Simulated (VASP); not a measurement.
# CdF2 (I4/mmm) in VASP: a series of runs, part 2 of 2

VASP 6.6.1.

## 3. Single point, r2SCAN (strain -0.1125 x Voigt [1, 0, 0, 0, 0, 0])

The input, POSCAR:

```
CdF2
1.0
    0.0000000000      2.6940000000      2.6940000000
    2.3909250000      0.0000000000      2.6940000000
    2.3909250000      2.6940000000      0.0000000000
Cd F
1 2
Direct
    0.0000000000      0.0000000000      0.0000000000
    0.2500000000      0.2500000000      0.2500000000
    0.7500000000      0.7500000000      0.7500000000
```

The input, INCAR.step1:

```
SYSTEM = CdF2
  PREC = Accurate
  ENCUT = 520
  ISMEAR = 0
  SIGMA = 0.05
  LREAL = .FALSE.
  LASPH = .TRUE.
  NELM = 80
  NBANDS = 20
  GGA = PE
  ALGO = Normal
  EDIFF = 1E-4
  LWAVE = .TRUE.
  LCHARG = .FALSE.
```

The input, INCAR.step2:

```
SYSTEM = CdF2
  PREC = Accurate
  ENCUT = 520
  EDIFF = 1E-7
  ISMEAR = 0
  SIGMA = 0.05
  LREAL = .FALSE.
  LASPH = .TRUE.
  NELM = 80
  ALGO = Normal
  ISIF = 2
  LWAVE = .FALSE.
  LCHARG = .TRUE.
  METAGGA = R2SCAN
  LMIXTAU = .TRUE.
  LELF = .TRUE.
  LVHAR = .TRUE.
  NBANDS = 20
  ISTART = 1
```

The input, KPOINTS:

```
regular mesh
0
G
  8 8 8
  0 0 0
```

Potentials or basis: VASP PAW PBE potentials, release 64 (Cd, F).

On the command line:

```
$ cat potpaw_PBE.64/Cd/POTCAR potpaw_PBE.64/F/POTCAR > POTCAR
$ cp INCAR.step1 INCAR
$ mpirun -np 1 vasp_std > vasp.out
$ cp INCAR.step2 INCAR
$ mpirun -np 1 vasp_std > vasp.out
```

OUTCAR:

```text
SYSTEM = CdF2
   PREC = Accurate
   ENCUT = 520
   EDIFF = 1E-7
   ISMEAR = 0
   LREAL = .FALSE.
   LASPH = .TRUE.
   NELM = 80
   ISIF = 2
   METAGGA = R2SCAN
   ISTART = 1

 ion  position               nearest neighbor table
   1  0.000  0.000  0.000-   2 2.25   3 2.25   3 2.25   3 2.25   3 2.25   2 2.25   2 2.25   2 2.25

   2  0.250  0.250  0.250-   1 2.25   1 2.25   1 2.25   1 2.25
   3  0.750  0.750  0.750-   1 2.25   1 2.25   1 2.25   1 2.25

  LATTYP: Found a body centered tetragonal cell.
 ALAT       =     3.8098913370
 C/A-ratio  =     1.2551145366

  Lattice vectors:

 A1 = (  -2.3909250000,   0.0000000000,  -2.6940000000)
 A2 = (  -2.3909250000,   0.0000000000,   2.6940000000)
 A3 = (   2.3909250000,   2.6940000000,   0.0000000000)

Analysis of symmetry for initial positions (statically):
=====================================================================
 Subroutine PRICEL returns:
 Original cell was already a primitive cell.

 Routine SETGRP: Setting up the symmetry group for a
 body centered tetragonal supercell.

[... 161 lines left out ...]
  ---------------------------------------------------
  ext. energy  EPLUGINS =         0.00000000
  ---------------------------------------------------
  free energy    TOTEN  =       -33.31606946 eV

  energy without entropy =      -33.31606946  energy(sigma->0) =      -33.31606946

 E-fermi :  -0.3852     XC(G=0): -11.7698

 val. band max:       -0.5957200692   @ k =  -0.3750   0.5000   0.1250
 cond. band min:       3.1679859134   @ k =   0.0000   0.0000   0.0000
 fundamental gap:      3.7637059826
 Fermi energy:        -0.3851811382

 k-point     1 :       0.0000    0.0000    0.0000
  band No.  band energies     occupation
      1     -23.5423      2.00000
      2     -22.0159      2.00000
      3      -6.9813      2.00000
      4      -6.9668      2.00000
      5      -6.9668      2.00000
      6      -5.2510      2.00000
[... 541 lines left out ...]
     19      18.6561      0.00000
     20      22.5887      0.00000

 [... further k-points ...]
[... 5 lines left out ...]
  --------------------------------------------------------------------------------------
  -------------------------------------------------------------------------------------
  Total        6.6101621      3.0909894      3.0909894      0.0000000      0.0000000      0.0000000
  in kB      305.1627781    142.6976969    142.6976969      0.0000000      0.0000000      0.0000000
  external PRESSURE =     196.8527240 kB  Pullay stress =       0.0000000 kB

 VOLUME and BASIS-vectors are now :
 -----------------------------------------------------------------------------
  energy-cutoff  :      520.00
  volume of cell :       34.70
      direct lattice vectors                 reciprocal lattice vectors
     0.000000000  2.694000000  2.694000000    -0.209124084  0.185597624  0.185597624
     2.390925000  0.000000000  2.694000000     0.209124084 -0.185597624  0.185597624
     2.390925000  2.694000000  0.000000000     0.209124084  0.185597624 -0.185597624

 POSITION                                       TOTAL-FORCE (eV/Angst)
 -----------------------------------------------------------------------------------
      0.00000      0.00000      0.00000        -0.000000     -0.000000     -0.000000
      1.19546      1.34700      1.34700        -0.000000     -0.000000     -0.000000
      3.58639      4.04100      4.04100         0.000000      0.000000      0.000000
 -----------------------------------------------------------------------------------
    total drift:                                0.000000      0.000000      0.000000

  FREE ENERGIE OF THE ION-ELECTRON SYSTEM (eV)
  ---------------------------------------------------
  free  energy   TOTEN  =       -33.3160694558 eV

  energy  without entropy=      -33.3160694558  energy(sigma->0) =      -33.31606946
```

Wall time 81 s (1 thread of Intel Xeon 6975P-C (Granite Rapids), shared host); peak memory 0.18 GiB.

Results:

```
Free energy            : -33.3161 eV
Pressure               : 19.7 GPa
Band gap on the k mesh : 3.76 eV, indirect (least direct gap 4.24 eV)
```

Stress tensor (GPa, compression positive):
```
30.52  0.00  0.00
 0.00 14.27  0.00
 0.00  0.00 14.27
```

Levels at points of the mesh, in eV from the valence-band top:
```tsv
k point	band 11	band 12	band 13	band 14	band 15	band 16
(0.00, 0.00, 0.00)	-0.71	-0.48	-0.48	3.76	13.83	14.06
(0.50, 0.00, 0.00)	-2.39	-0.60	-0.56	8.58	9.58	15.89
(0.50, 0.50, 0.00)	-1.21	-0.45	0.00	9.62	10.89	12.23
(0.00, 0.50, 0.50)	-0.42	-0.42	-0.37	9.00	10.82	12.64
```

Caveat: the cell differs from its parent crystal (strain -0.1125 x Voigt [1, 0, 0, 0, 0, 0]); the PAW data sets were made with another functional, which shifts forces and pressure a little. A k mesh can miss the band edges.

## 4. Single point, r2SCAN (strain -0.0750 x Voigt [1, 0, 0, 0, 0, 0])

The input, POSCAR:

```
CdF2
1.0
    0.0000000000      2.6940000000      2.6940000000
    2.4919500000      0.0000000000      2.6940000000
    2.4919500000      2.6940000000      0.0000000000
Cd F
1 2
Direct
    0.0000000000      0.0000000000      0.0000000000
    0.2500000000      0.2500000000      0.2500000000
    0.7500000000      0.7500000000      0.7500000000
```

The input, INCAR.step1:

```
PREC = Accurate
ENCUT = 520
ISMEAR = 0
SIGMA = 0.05
LREAL = False
LASPH = True
NELM = 60
NBANDS = 20
GGA = PE
ALGO = Normal
EDIFF = 1E-4
LWAVE = True
LCHARG = False
```

The input, INCAR.step2:

```
PREC = Accurate
ENCUT = 520
EDIFF = 1E-7
ISMEAR = 0
SIGMA = 0.05
LREAL = False
LASPH = True
NELM = 60
ALGO = Normal
ISIF = 2
LWAVE = False
LCHARG = False
METAGGA = R2SCAN
LMIXTAU = True
NBANDS = 20
ISTART = 1
```

The input, KPOINTS:

```
regular mesh
0
Gamma
  8 8 8
```

Potentials or basis: VASP PAW PBE potentials, release 64 (Cd, F).

On the command line:

```
$ cat potpaw_PBE.64/Cd/POTCAR potpaw_PBE.64/F/POTCAR > POTCAR
$ cp INCAR.step1 INCAR
$ mpirun -np 1 vasp_std > vasp.out
$ cp INCAR.step2 INCAR
$ mpirun -np 1 vasp_std > vasp.out
```

OUTCAR:

```text
PREC = Accurate
   ENCUT = 520
   EDIFF = 1E-7
   ISMEAR = 0
   LREAL = False
   LASPH = True
   NELM = 60
   ISIF = 2
   METAGGA = R2SCAN
   ISTART = 1

 ion  position               nearest neighbor table
   1  0.000  0.000  0.000-   3 2.28   3 2.28   2 2.28   3 2.28   2 2.28   2 2.28   3 2.28   2 2.28

   2  0.250  0.250  0.250-   1 2.28   1 2.28   1 2.28   1 2.28
   3  0.750  0.750  0.750-   1 2.28   1 2.28   1 2.28   1 2.28

  LATTYP: Found a body centered tetragonal cell.
 ALAT       =     3.8098913370
[... 197 lines left out ...]
      5      -7.1513      2.00000
      6      -5.5910      2.00000
[... 541 lines left out ...]
     19      18.0395      0.00000
     20      21.6900      0.00000

 [... further k-points ...]
[... 5 lines left out ...]
  --------------------------------------------------------------------------------------
  -------------------------------------------------------------------------------------
  Total        4.2133702      1.9945820      1.9945820      0.0000000      0.0000000     -0.0000000
  in kB      186.6275257     88.3482530     88.3482530      0.0000000      0.0000000     -0.0000000
  external PRESSURE =     121.1080105 kB  Pullay stress =       0.0000000 kB

 VOLUME and BASIS-vectors are now :
 -----------------------------------------------------------------------------
  energy-cutoff  :      520.00
  volume of cell :       36.17
      direct lattice vectors                 reciprocal lattice vectors
     0.000000000  2.694000000  2.694000000    -0.200646080  0.185597624  0.185597624
     2.491950000  0.000000000  2.694000000     0.200646080 -0.185597624  0.185597624
     2.491950000  2.694000000  0.000000000     0.200646080  0.185597624 -0.185597624

 POSITION                                       TOTAL-FORCE (eV/Angst)
 -----------------------------------------------------------------------------------
      0.00000      0.00000      0.00000         0.000000      0.000000     -0.000000
      1.24598      1.34700      1.34700         0.000000      0.000000      0.000000
      3.73793      4.04100      4.04100        -0.000000     -0.000000      0.000000
 -----------------------------------------------------------------------------------
    total drift:                                0.000000      0.000000      0.000000

  FREE ENERGIE OF THE ION-ELECTRON SYSTEM (eV)
  ---------------------------------------------------
  free  energy   TOTEN  =       -33.5425811884 eV

  energy  without entropy=      -33.5425811884  energy(sigma->0) =      -33.54258119
```

It took 94 s on 1 thread of Intel Xeon 6975P-C (Granite Rapids), shared host; peak memory 0.18 GiB.

Results:

```
Free energy            : -33.5426 eV
Pressure               : 12.1 GPa
Band gap on the k mesh : 3.85 eV, indirect (least direct gap 4.28 eV)
```

Stress tensor (GPa, compression positive):
```
18.66  0.00  0.00
 0.00  8.83  0.00
 0.00  0.00  8.83
```

Levels at points of the mesh, in eV from the valence-band top:
```
           k point  band 10  band 11  band 12  band 13  band 14  band 15  band 16  band 17
(0.00, 0.00, 0.00)    -0.80    -0.72    -0.43    -0.43     3.85    13.78    13.96    13.96
(0.50, 0.00, 0.00)    -2.37    -2.16    -0.48    -0.45     8.45     9.73    15.86    16.56
(0.50, 0.50, 0.00)    -3.31    -0.92    -0.29    -0.01     9.44    10.87    12.25    15.55
(0.00, 0.50, 0.50)    -3.11    -0.41    -0.26    -0.26     9.13    10.76    12.43    15.62
```

Caveat: the cell differs from its parent crystal (strain -0.0750 x Voigt [1, 0, 0, 0, 0, 0]); the PAW data sets were made with another functional, which shifts forces and pressure a little.

## 5. Single point, r2SCAN (strain -0.0375 x Voigt [1, 0, 0, 0, 0, 0])

The input, POSCAR:

```
CdF2
1.0
    0.0000000000      2.6940000000      2.6940000000
    2.5929750000      0.0000000000      2.6940000000
    2.5929750000      2.6940000000      0.0000000000
Cd F
1 2
Direct
    0.0000000000      0.0000000000      0.0000000000
    0.2500000000      0.2500000000      0.2500000000
    0.7500000000      0.7500000000      0.7500000000
```

The input, INCAR.step1:

```
ALGO = Normal ; EDIFF = 1E-4
ENCUT = 520 ; GGA = PE
ISMEAR = 0 ; LASPH = T
LCHARG = F ; LREAL = F
LWAVE = T ; NBANDS = 20
NELM = 100 ; PREC = Accurate
SIGMA = 0.05
```

The input, INCAR.step2:

```
ALGO = Normal ; EDIFF = 1E-7
ENCUT = 520 ; ISIF = 2
ISMEAR = 0 ; ISTART = 1
LASPH = T ; LCHARG = T
LELF = T ; LMIXTAU = T
LREAL = F ; LVHAR = T
LWAVE = F ; METAGGA = R2SCAN
NBANDS = 20 ; NELM = 100
PREC = Accurate ; SIGMA = 0.05
```

The input, KPOINTS:

```
k-points
0
Gamma
  8 8 8
```

On the command line:

```
$ cat potpaw_PBE.64/Cd/POTCAR potpaw_PBE.64/F/POTCAR > POTCAR
$ cp INCAR.step1 INCAR
$ mpirun -np 1 vasp_std > vasp.out
$ cp INCAR.step2 INCAR
$ mpirun -np 1 vasp_std > vasp.out
```

Wall time 85 s (1 thread of Intel Xeon 6975P-C (Granite Rapids), shared host); peak memory 0.18 GiB.

It converged, with:

* Free energy: -33.6713 eV
* Pressure: 6.0 GPa
* Band gap on the k mesh: 3.84 eV, indirect (least direct gap 4.28 eV)

Stress tensor (GPa, compression positive):
```
9.03 0.00 0.00
0.00 4.46 0.00
0.00 0.00 4.46
```

Levels at points of the mesh, in eV from the valence-band top:
```tsv
k point	band 10	band 11	band 12	band 13	band 14	band 15	band 16	band 17
(0.00, 0.00, 0.00)	-0.89	-0.57	-0.44	-0.44	3.84	13.71	13.81	13.81
(0.50, 0.00, 0.00)	-2.08	-1.98	-0.41	-0.40	8.25	9.76	15.76	16.08
(0.50, 0.50, 0.00)	-3.12	-0.69	-0.17	-0.04	9.19	10.75	12.24	15.45
(0.00, 0.50, 0.50)	-3.05	-0.46	-0.16	-0.16	9.08	10.67	12.28	15.50
```

Caveat: the cell differs from its parent crystal (strain -0.0375 x Voigt [1, 0, 0, 0, 0, 0]); the PAW data sets were made with another functional, which shifts forces and pressure a little. A k mesh can miss the band edges.

## 6. Single point, r2SCAN (strain +0.0750 x Voigt [1, 0, 0, 0, 0, 0])

The input, POSCAR:

```
CdF2
1.0
    0.0000000000      2.6940000000      2.6940000000
    2.8960500000      0.0000000000      2.6940000000
    2.8960500000      2.6940000000      0.0000000000
Cd F
1 2
Direct
    0.0000000000      0.0000000000      0.0000000000
    0.2500000000      0.2500000000      0.2500000000
    0.7500000000      0.7500000000      0.7500000000
```

The input, INCAR.step1:

```
SYSTEM = CdF2
PREC = Accurate
ENCUT = 520
ISMEAR = 0
SIGMA = 0.05
LREAL = .False.
LASPH = .True.
NELM = 100
NBANDS = 20
GGA = PE
ALGO = Normal
EDIFF = 1E-4
LWAVE = .True.
LCHARG = .False.
```

The input, INCAR.step2:

```
SYSTEM = CdF2
PREC = Accurate
ENCUT = 520
EDIFF = 1E-6
ISMEAR = 0
SIGMA = 0.05
LREAL = .False.
LASPH = .True.
NELM = 100
ALGO = Normal
ISIF = 2
LWAVE = .False.
LCHARG = .False.
METAGGA = R2SCAN
LMIXTAU = .True.
NBANDS = 20
ISTART = 1
```

The input, KPOINTS:

```
regular mesh
0
Gamma
  8 8 8
  0 0 0
```

Potentials or basis: VASP PAW PBE potentials, release 64 (Cd, F).

On the command line:

```
$ cat potpaw_PBE.64/Cd/POTCAR potpaw_PBE.64/F/POTCAR > POTCAR
$ cp INCAR.step1 INCAR
$ mpirun -np 1 vasp_std > vasp.out
$ cp INCAR.step2 INCAR
$ mpirun -np 1 vasp_std > vasp.out
```

It took 76 s on 1 thread of Intel Xeon 6975P-C (Granite Rapids), shared host; peak memory 0.19 GiB.

The run converged. Its results:

```yaml
Free_energy: -33.6227 eV
Pressure: -6.3 GPa
Band_gap_on_the_k_mesh: 3.34 eV, indirect (least direct gap 3.90 eV)
```

Stress tensor (GPa, compression positive):
```
-11.58   0.00   0.00
  0.00  -3.63   0.00
  0.00   0.00  -3.63
```

Levels at points of the mesh, in eV from the valence-band top:
| k point | band 9 | band 10 | band 11 | band 12 | band 13 | band 14 | band 15 | band 16 | band 17 | band 18 |
| --- | --- | --- | --- | --- | --- | --- | --- | --- | --- | --- |
| (0.00, 0.00, 0.00) | -0.76 | -0.76 | -0.70 | -0.70 | -0.56 | 3.34 | 13.08 | 13.08 | 13.32 | 17.16 |
| (0.50, 0.00, 0.00) | -2.07 | -1.73 | -1.58 | -0.56 | -0.52 | 7.28 | 9.27 | 14.61 | 15.08 | 17.97 |
| (0.50, 0.50, 0.00) | -2.81 | -2.63 | -0.32 | -0.30 | -0.06 | 8.10 | 9.90 | 11.91 | 13.95 | 14.85 |
| (0.00, 0.50, 0.50) | -2.61 | -2.61 | -0.69 | -0.09 | -0.09 | 8.11 | 10.17 | 12.02 | 14.71 | 14.71 |

Caveat: the cell differs from its parent crystal (strain +0.0750 x Voigt [1, 0, 0, 0, 0, 0]); the PAW data sets were made with another functional, which shifts forces and pressure a little. A k mesh can miss the band edges.

## 7. Overview

```csv
cell,gap on the mesh (eV),pressure (GPa)
"a = 3.810, b = 3.536, c = 3.536 Å, angles 65.2, 57.4, 57.4°, 3 atoms",3.57,29.1
"a = 3.810, b = 3.602, c = 3.602 Å, angles 63.9, 58.1, 58.1°, 3 atoms",3.76,19.7
"a = 3.810, b = 3.670, c = 3.670 Å, angles 62.5, 58.7, 58.7°, 3 atoms",3.85,12.1
"a = 3.810, b = 3.739, c = 3.739 Å, angles 61.3, 59.4, 59.4°, 3 atoms",3.84,6.0
"a = 3.810, b = 3.955, c = 3.955 Å, angles 57.6, 61.2, 61.2°, 3 atoms",3.34,-6.3
```

Alike in all rows: task single point; level r2SCAN; potentials or basis VASP PAW PBE potentials, release 64 (Cd, F); no spin polarisation; k mesh 8 × 8 × 8; cutoff (eV) 520; smearing gaussian 0.05 eV.

Caveats: the PAW data sets were made with another functional, which shifts forces and pressure a little.

Total energies depend on the potentials used, so only differences within one code and one set of settings carry meaning.
